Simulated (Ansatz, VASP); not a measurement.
One calculation of SnO2, two programs

Contents of POSCAR:

```
SnO2
1.0
    4.8312153838      0.0000000000      0.0000000000
    0.0000000000      4.8314584775      0.0000000000
    0.0000000000      0.0000000000      3.1046894355
Sn O
2 4
Direct
    0.5000000000      0.5000000000      0.5000000000
    0.0000000000      0.0000000000      0.0000000000
    0.3058623571      0.3059582263      0.0000000000
    0.8058623571      0.1940417737      0.5000000000
    0.1941376429      0.8059582263      0.5000000000
    0.6941376429      0.6940417737      0.0000000000
```

INCAR.step1

```
SYSTEM = SnO2
PREC = Accurate ; ENCUT = 520
ISMEAR = 0 ; SIGMA = 0.05
LREAL = .False. ; LASPH = .True.
NELM = 100 ; NBANDS = 35
GGA = PE ; ALGO = Normal
EDIFF = 1E-4 ; LWAVE = .True.
LCHARG = .False.
```

INCAR.step2

```
SYSTEM = SnO2
PREC = Accurate ; ENCUT = 520
EDIFF = 1E-6 ; ISMEAR = 0
SIGMA = 0.05 ; LREAL = .False.
LASPH = .True. ; NELM = 100
ALGO = Normal ; ISIF = 2
LWAVE = .False. ; LCHARG = .False.
METAGGA = R2SCAN ; LMIXTAU = .True.
NBANDS = 35 ; ISTART = 1
```

File KPOINTS:

```
regular mesh
0
Gamma
  6 6 8
  0 0 0
```

Input for Ansatz:

```yaml
crystal:
  lattice:
    - [4.8312153838, 0.0, 0.0]
    - [0.0, 4.8314584775, 0.0]
    - [0.0, 0.0, 3.1046894355]
  atoms:
    - { symbol: Sn, position: [0.5, 0.5, 0.5] }
    - { symbol: Sn, position: [0.0, 0.0, 0.0] }
    - { symbol: O, position: [0.3058623571, 0.3059582263, 0.0] }
    - { symbol: O, position: [0.8058623571, 0.1940417737, 0.5] }
    - { symbol: O, position: [0.1941376429, 0.8059582263, 0.5] }
    - { symbol: O, position: [0.6941376429, 0.6940417737, 0.0] }
basis:
  ecutwfc: 500
kpoints:
  mp_grid: { grid: [6, 6, 8] }
hamiltonian:
  xc: r2scan
scf:
  occupations: { method: gaussian, width: 0.05 }
output:
  forces: true
  stress: true
  eigenvalues: true
```

Change from the starting cell: strain +0.015 along x and y, -0.030 along z, atoms carried along.

Alike in both runs: task single point; functional r2SCAN; k mesh 6 × 6 × 8; occupations gaussian, width 0.05 eV; no spin polarisation.

|  | VASP | Ansatz |
| --- | --- | --- |
| version | VASP 6.6.1 | Ansatz 0.2.0 |
| potentials or method | VASP PAW PBE potentials, release 64 (Sn_d, O), cutoff 520 eV | scalar-relativistic, plane waves, PAW |
| valence electrons in the cell | 52 | 52 |

|  | VASP | Ansatz | Ansatz less VASP |
| --- | --- | --- | --- |
| gap on the k mesh at the Fermi level (eV) | 1.96 | 1.93 | -0.024 |
| least direct gap on the mesh (eV) | 1.96 | 1.93 | -0.024 |
| pressure (GPa) | 3.4 | 2.3 | -1.15 |
| traceless stress, the component that is largest in VASP (GPa) | 8.15 | 7.62 | -0.530 |
| rms of the force components (eV/Å) | 0.092 | 0.065 | -0.0262 |

VASP's potentials were made for PBE, not for r2SCAN. Atom by atom the forces differ by 0.026 eV/Å (rms over components). With one functional, cell and mesh, what is left measures potentials, basis and numerics.
